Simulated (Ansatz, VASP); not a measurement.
**B2W in VASP and in Ansatz**

INCAR

```
SYSTEM = B2W
PREC = Accurate
ENCUT = 520
EDIFF = 1E-8
ISMEAR = -1
SIGMA = 0.05
LREAL = .False.
LASPH = .True.
NELM = 80
ALGO = Normal
ISIF = 2
LWAVE = .False.
LCHARG = .False.
GGA = CA
LEFG = .True.
NBANDS = 17
```

Contents of KPOINTS:

```
Automatic mesh
0
Gamma
  14 14 12
  0 0 0
```

The input POSCAR:

```
B2W
1.0
    2.9583514398      0.0000000000      0.0000000000
   -1.4791757200      2.5620075002      0.0000000000
    0.0000000000      0.0000000000      2.9877376316
B W
2 1
Direct
    0.3333333333      0.6666666667      0.5000000000
    0.6666666667      0.3333333333      0.5000000000
    0.0000000000      0.0000000000      0.0000000000
```

Input for Ansatz:

```yaml
crystal:
  lattice:
    - [2.9583514398, 0.0, 0.0]
    - [-1.47917572, 2.5620075002, 0.0]
    - [0.0, 0.0, 2.9877376316]
  atoms:
    - { symbol: B, position: [0.3333333333, 0.6666666667, 0.5] }
    - { symbol: B, position: [0.6666666667, 0.3333333333, 0.5] }
    - { symbol: W, position: [0.0, 0.0, 0.0] }
kpoints:
  mp_grid: { grid: [14, 14, 12] }
scf:
  occupations: { method: fermi_dirac, width: 0.05 }
hamiltonian:
  xc: lda
  pseudopotentials: { kind: all_electron, datasets: crystal }
output:
  forces: true
  stress: true
  eigenvalues: true
  efg: { contact_densities: true }
```

Change from the starting cell: volume scaled by 0.94, crystal datasets.

Alike in both runs: task electric field gradients; functional LDA; k mesh 14 × 14 × 12; occupations fermi-dirac, width 0.05 eV; no spin polarisation.

```csv
,VASP,Ansatz
version,VASP 6.6.1,Ansatz 0.2.0
potentials or method,"VASP PAW LDA potentials, release 64 (B, W_sv), cutoff 520 eV","all-electron PAW with datasets made for the crystal, scalar-relativistic"
```

|  | VASP | Ansatz | Ansatz less VASP |
| --- | --- | --- | --- |
| pressure (GPa) | 56.0 | 53.2 | -2.85 |
| traceless stress, the component that is largest in VASP (GPa) | 12.05 | 11.73 | -0.327 |
| size of Vzz on the site where it differs most (V/Å²) | 14.5 | 39.6 | +25.12 |

LDA's correlation is that of Perdew and Zunger in VASP and of Perdew and Wang (1992) in Ansatz. Both programs put the cell under a high pressure, so it lies far from rest at this level. Ansatz ran all-electron here, and VASP with PAW potentials.

Spin-orbit coupling is off throughout.
